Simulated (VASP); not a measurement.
# Bi2Te3 (R-3m) in VASP: single point with LDA

Aim: the single point of Bi2Te3 with LDA.

Everything below comes from runs of VASP 6.6.1. Logs are shortened: lines on timing, memory, paths and dates and some standing lists are left out, and cuts for length are marked.

**Measured values to compare with.**

From “Vacancy and Antisite-Induced Ferromagnetism in Liquid-Phase Exfoliated Bi2Te3”, 2024, arxiv:2412.10539, for a bulk crystal of Bi2Te3: band gap 0.17 eV.

The runs below are set against these values where they give the same quantity.

## Step 1: The cell of the first run

The structure is trigonal, space group R-3m (No. 166). The conventional cell has a = 4.353 Å, b = 4.353 Å, c = 29.872 Å, α = 90.00°, β = 90.00°, γ = 120.00°. Bi (site symmetry 3m) has 6 Te at 3.04 to 3.21 Å within 4.0 Å. Te (site symmetry -3m) has 6 Bi at 3.21 Å and 12 Te at 4.35 to 4.48 Å within 4.5 Å. Te (site symmetry 3m) has 3 Bi at 3.04 Å and 3 Te at 3.57 Å within 4.0 Å.

## Step 2: Single point, LDA

Input file INCAR:

```
  ALGO = Normal
  EDIFF = 1E-6
  ENCUT = 520
  GGA = CA
  ISIF = 2
  ISMEAR = 0
  LASPH = True
  LCHARG = False
  LREAL = False
  LWAVE = False
  NBANDS = 32
  NELM = 60
  PREC = Accurate
  SIGMA = 0.05
```

Input file KPOINTS:

```
k-points
0
Gamma
  9 9 9
```

Input file POSCAR:

```
Bi2Te3
1.0
    2.1766521587      1.2566907097      9.9574389222
   -2.1766521587      1.2566907097      9.9574389222
    0.0000000000     -2.5133814195      9.9574389222
Bi Te
2 3
Direct
    0.4002543414      0.4002543414      0.4002543414
    0.5997456586      0.5997456586      0.5997456586
    0.0000000000      0.0000000000      0.0000000000
    0.2089912513      0.2089912513      0.2089912513
    0.7910087487      0.7910087487      0.7910087487
```

Potentials or basis: VASP PAW LDA potentials, release 64 (Bi_d, Te).

Started as:

```console
> cat potpaw_LDA.64/Bi_d/POTCAR potpaw_LDA.64/Te/POTCAR > POTCAR
> mpirun -np 1 vasp_std > vasp.out
```

OUTCAR:

```text
EDIFF = 1E-6
   ENCUT = 520
   GGA = CA
   ISIF = 2
   ISMEAR = 0
   LASPH = True
   LREAL = False
   NELM = 60
   PREC = Accurate

 ion  position               nearest neighbor table
   1  0.400  0.400  0.400-   5 3.04   5 3.04   5 3.04   3 3.21   3 3.21   3 3.21
   2  0.600  0.600  0.600-   4 3.04   4 3.04   4 3.04   3 3.21   3 3.21   3 3.21
   3  0.000  0.000  0.000-   2 3.21   1 3.21   2 3.21   2 3.21   1 3.21   1 3.21
   4  0.209  0.209  0.209-   2 3.04   2 3.04   2 3.04   5 3.57   5 3.57   5 3.57
   5  0.791  0.791  0.791-   1 3.04   1 3.04   1 3.04   4 3.57   4 3.57   4 3.57

  LATTYP: Found a trigonal (rhomboedric) cell.
 ALAT       =    10.2697456662
 COS(alpha) =     0.9101560820

  Lattice vectors:

 A1 = (   2.1766521587,   1.2566907097,   9.9574389222)
 A2 = (  -2.1766521587,   1.2566907097,   9.9574389222)
 A3 = (   0.0000000000,  -2.5133814195,   9.9574389222)

Analysis of symmetry for initial positions (statically):
=====================================================================
 Subroutine PRICEL returns:
 Original cell was already a primitive cell.

 Routine SETGRP: Setting up the symmetry group for a
 trigonal (rhombohedral) supercell.

 Subroutine GETGRP returns: Found 12 space group operations
 (whereof 12 operations were pure point group operations)
 out of a pool of 12 trial point group operations.

The static configuration has the point symmetry D_3d.

Analysis of symmetry for dynamics (positions and initial velocities):
=====================================================================
 Subroutine PRICEL returns:
 Original cell was already a primitive cell.

 Routine SETGRP: Setting up the symmetry group for a
 trigonal (rhombohedral) supercell.

 Subroutine GETGRP returns: Found 12 space group operations
 (whereof 12 operations were pure point group operations)
 out of a pool of 12 trial point group operations.

The dynamic configuration has the point symmetry D_3d.

 Subroutine INISYM returns: Found 12 space group operations
 (whereof 12 operations are pure point group operations),
 and found     1 'primitive' translations

----------------------------------------------------------------------------------------

                                     Primitive cell

  volume of cell :     163.4242

  direct lattice vectors                    reciprocal lattice vectors
     2.176652159  1.256690710  9.957438922     0.229710566  0.132623457  0.033475810
    -2.176652159  1.256690710  9.957438922    -0.229710566  0.132623457  0.033475810
     0.000000000 -2.513381419  9.957438922     0.000000000 -0.265246915  0.033475810

  length of vectors
    10.269745666 10.269745666 10.269745666     0.267350997  0.267350997  0.267350997

  position of ions in fractional coordinates (direct lattice)
     0.400254341  0.400254341  0.400254341
     0.599745659  0.599745659  0.599745659
     0.000000000  0.000000000  0.000000000
     0.208991251  0.208991251  0.208991251
     0.791008749  0.791008749  0.791008749

  ion indices of the primitive-cell ions
   primitive index   ion index
                 1           1
                 2           2
                 3           3
                 4           4
                 5           5

----------------------------------------------------------------------------------------

 KPOINTS: k-points

Automatic generation of k-mesh.
 Grid dimensions read from file:
 generate k-points for:    9    9    9

 Generating k-lattice:

  Cartesian coordinates                     Fractional coordinates (reciprocal lattice)
     0.025523396  0.014735940  0.003719534     0.111111111  0.000000000  0.000000000
    -0.025523396  0.014735940  0.003719534     0.000000000  0.111111111  0.000000000
     0.000000000 -0.029471879  0.003719534     0.000000000  0.000000000  0.111111111

  Length of vectors
     0.029705666  0.029705666  0.029705666

  Shift w.r.t. Gamma in fractional coordinates (k-lattice)
     0.000000000  0.000000000  0.000000000

 Subroutine IBZKPT returns following result:
 ===========================================

 Found     85 irreducible k-points:

 Following reciprocal coordinates:
            Coordinates               Weight
  0.000000  0.000000  0.000000      1.000000
  0.111111  0.000000  0.000000      6.000000
  0.222222  0.000000  0.000000      6.000000
  0.333333  0.000000  0.000000      6.000000
  0.444444  0.000000  0.000000      6.000000
  0.111111  0.111111  0.000000      6.000000
[... 16 lines left out ...]
 -0.333333  0.333333  0.000000      6.000000
  0.444444  0.444444  0.000000      6.000000
 [... further k-points ...]
   k-points           NKPTS =     85   k-points in BZ     NKDIM =     85   number of bands    NBANDS=     32
   number of dos      NEDOS =    301   number of ions     NIONS =      5
   total plane-waves  NPLWV = 512000
   dimension x,y,z NGX =    80 NGY =   80 NGZ =   80
   dimension x,y,z NGXF=   160 NGYF=  160 NGZF=  160
   ions per type =               2   3
   NGX,Y,Z   is equivalent  to a cutoff of  12.95, 12.95, 12.95 a.u.
   NGXF,Y,Z  is equivalent  to a cutoff of  25.90, 25.90, 25.90 a.u.
 SYSTEM =  unknown system
   PREC   = accura    normal or accurate (medium, high low for compatibility)
   ISTART =      0    job   : 0-new  1-cont  2-samecut
   ICHARG =      2    charge: 1-file 2-atom 10-const
   ISPIN  =      1    spin polarized calculation?
   LNONCOLLINEAR =      F non collinear calculations
   LSORBIT =      F    spin-orbit coupling
   LASPH  =      T    aspherical Exc in radial PAW
   ENCUT  =  520.0 eV  38.22 Ry    6.18 a.u.  19.09 19.09 19.09*2*pi/ulx,y,z
   NELM   =     60;   NELMIN=  2; NELMDL= -5     # of ELM steps
   EDIFF  = 0.1E-05   stopping-criterion for ELM
   LREAL  =      F    real-space projection
[... 7 lines left out ...]
   TEBEG  =    0.0;   TEEND  =   0.0 temperature during run
   PSTRESS=    0.0 pullay stress
   NELECT =      48.0000    total number of electrons
   NUPDOWN=      -1.0000    fix difference up-down
   EMIN   =  10.00;   EMAX   =-10.00  energy-range for DOS
   EFERMI =   0.00;   METHOD = LEGACY
   ISMEAR =     0;   SIGMA  =   0.05  broadening in eV -4-tet -1-fermi 0-gaus
   EFERMI_NEDOS =   21; number of points for ismear=-14 and -15
   IALGO  =     38    algorithm
   IMIX   =      4    mixing-type and parameters
     AMIX     =   0.40;   BMIX     =  1.00
     AMIX_MAG =   1.60;   BMIX_MAG =  1.00
  volume/ion in A,a.u.               =      32.68       220.57
  Fermi-wavevector in a.u.,A,eV,Ry     =   1.088219  2.056436 16.112311  1.184221
  Thomas-Fermi vector in A             =   2.224396
   LORBIT       =      0    0 simple, 1 ext, 2 COOP (PROOUT), +10 PAW based schemes
   GGA     = CA    functional components
   LHFCALC =     F    Hartree Fock is set to
   AEXX    =    0.0000 exact exchange contribution
   IVDW    =     0    specifies the selected vdW correction
   LEPSILON=     F    determine dielectric tensor
   LRPA    =     F    only Hartree local field effects (RPA)
 non-spin polarized calculation
 Gauss-broadening in eV      SIGMA  =   0.05
  energy-cutoff  :      520.00
  volume of cell :      163.42
 maximum number of plane-waves:      4421
 NGX is ok and might be reduce to    80
   NGX = 39   NGY = 39   NGZ = 39

 number of electron      48.0000002 magnetization

 Free energy of the ion-electron system (eV)
  ---------------------------------------------------
  ext. energy  EPLUGINS =         0.00000000
  ---------------------------------------------------
  free energy    TOTEN  =       -21.60634447 eV

  energy without entropy =      -21.60633216  energy(sigma->0) =      -21.60633831

 E-fermi :   6.5759     XC(G=0):  -9.7372

 val. band max:        6.5081149765   @ k =   0.0000   0.0000   0.0000
 cond. band min:       6.6437001430   @ k =   0.0000   0.0000   0.0000
 fundamental gap:      0.1355851664
 Fermi energy:         6.5759075757

 k-point     1 :       0.0000    0.0000    0.0000
  band No.  band energies     occupation
      1     -16.6812      2.00000
      2     -16.6812      2.00000
      3     -16.6793      2.00000
      4     -16.6793      2.00000
      5     -16.6670      2.00000
      6     -16.6654      2.00000
[... 24 lines left out ...]
     31      11.2356      0.00000
     32      11.6676      0.00000

 k-point     2 :       0.1111    0.0000    0.0000
  band No.  band energies     occupation
      1     -16.6826      2.00000
      2     -16.6805      2.00000
      3     -16.6801      2.00000
      4     -16.6782      2.00000
      5     -16.6661      2.00000
      6     -16.6647      2.00000
[... 24 lines left out ...]
     31      10.8690      0.00000
     32      11.2886      0.00000

 k-point     3 :       0.2222    0.0000    0.0000
  band No.  band energies     occupation
      1     -16.6865      2.00000
      2     -16.6838      2.00000
      3     -16.6780      2.00000
      4     -16.6760      2.00000
      5     -16.6661      2.00000
      6     -16.6636      2.00000
[... 24 lines left out ...]
     31      10.2248      0.00000
     32      11.5785      0.00000

 k-point     4 :       0.3333    0.0000    0.0000
  band No.  band energies     occupation
      1     -16.6911      2.00000
      2     -16.6878      2.00000
      3     -16.6768      2.00000
      4     -16.6741      2.00000
      5     -16.6677      2.00000
      6     -16.6651      2.00000
[... 24 lines left out ...]
     31      10.7358      0.00000
     32      11.5566      0.00000

 k-point     5 :       0.4444    0.0000    0.0000
  band No.  band energies     occupation
      1     -16.6942      2.00000
      2     -16.6904      2.00000
      3     -16.6766      2.00000
      4     -16.6733      2.00000
      5     -16.6688      2.00000
      6     -16.6661      2.00000
[... 584 lines left out ...]
     31      10.7735      0.00000
     32      12.0998      0.00000

 k-point    22 :      -0.4444    0.3333    0.0000
  band No.  band energies     occupation
      1     -16.6895      2.00000
      2     -16.6873      2.00000
      3     -16.6809      2.00000
      4     -16.6769      2.00000
      5     -16.6642      2.00000
      6     -16.6623      2.00000
[... 24 lines left out ...]
     31      11.0874      0.00000
     32      12.3404      0.00000

 k-point    23 :      -0.3333    0.3333    0.0000
  band No.  band energies     occupation
      1     -16.6860      2.00000
      2     -16.6860      2.00000
      3     -16.6846      2.00000
      4     -16.6785      2.00000
      5     -16.6600      2.00000
      6     -16.6600      2.00000
[... 24 lines left out ...]
     31      11.8135      0.00000
     32      12.2816      0.00000

 k-point    24 :       0.4444    0.4444    0.0000
  band No.  band energies     occupation
      1     -16.6941      2.00000
      2     -16.6905      2.00000
      3     -16.6766      2.00000
      4     -16.6733      2.00000
      5     -16.6688      2.00000
      6     -16.6661      2.00000
[... 24 lines left out ...]
     31      11.4842      0.00000
     32      12.0929      0.00000

 [... further k-points ...]
[... 5 lines left out ...]
  --------------------------------------------------------------------------------------
  -------------------------------------------------------------------------------------
  Total        0.1227794      0.1227794      0.1342484      0.0000000     -0.0000000      0.0000000
  in kB        1.2037041      1.2037041      1.3161442      0.0000000     -0.0000000      0.0000000
  external PRESSURE =       1.2411841 kB  Pullay stress =       0.0000000 kB

 VOLUME and BASIS-vectors are now :
 -----------------------------------------------------------------------------
  energy-cutoff  :      520.00
  volume of cell :      163.42
      direct lattice vectors                 reciprocal lattice vectors
     2.176652159  1.256690710  9.957438922     0.229710566  0.132623457  0.033475810
    -2.176652159  1.256690710  9.957438922    -0.229710566  0.132623457  0.033475810
     0.000000000 -2.513381419  9.957438922     0.000000000 -0.265246915  0.033475810

 POSITION                                       TOTAL-FORCE (eV/Angst)
 -----------------------------------------------------------------------------------
      0.00000     -0.00000     11.95652         0.000000      0.000000     -0.019479
      0.00000     -0.00000     17.91579         0.000000     -0.000000      0.019479
      0.00000      0.00000      0.00000        -0.000000      0.000000     -0.000000
      0.00000     -0.00000      6.24305         0.000000      0.000000     -0.034864
      0.00000     -0.00000     23.62926         0.000000     -0.000000      0.034864
 -----------------------------------------------------------------------------------
    total drift:                               -0.000000     -0.000000     -0.000000

  FREE ENERGIE OF THE ION-ELECTRON SYSTEM (eV)
  ---------------------------------------------------
  free  energy   TOTEN  =       -21.6063444669 eV

  energy  without entropy=      -21.6063321551  energy(sigma->0) =      -21.60633831
```

Wall time 48 min (1 thread of Oxide Virtual Turin-like, shared host); peak memory 0.86 GiB.

What came out:

```yaml
Free_energy: -21.6063 eV
Pressure: 0.1 GPa
Largest_force: 0.035 eV/Å
Band_gap_on_the_k_mesh: 0.14 eV
```

Forces in eV/Å, atoms in the order of the input:
```
Bi   0.000  0.000 -0.019
Bi   0.000  0.000  0.019
Te   0.000  0.000  0.000
Te   0.000  0.000 -0.035
Te   0.000  0.000  0.035
```

Caveat: spin-orbit coupling is left out, which moves the levels of the heavy elements.

## Step 3: Comparison with measurements

Step 2. A measured gap of Bi2Te3 is 0.17 eV (quoted in “Vacancy and Antisite-Induced Ferromagnetism in Liquid-Phase Exfoliated Bi2Te3”, 2024, arxiv:2412.10539); the calculated 0.14 eV misses it by -0.03 eV. Spin-orbit coupling on Bi, Te is left out. The value is that of LDA on a finite k mesh, which can miss the band edges, without temperature or zero-point motion. Semilocal functionals fall short of measured gaps as a rule.
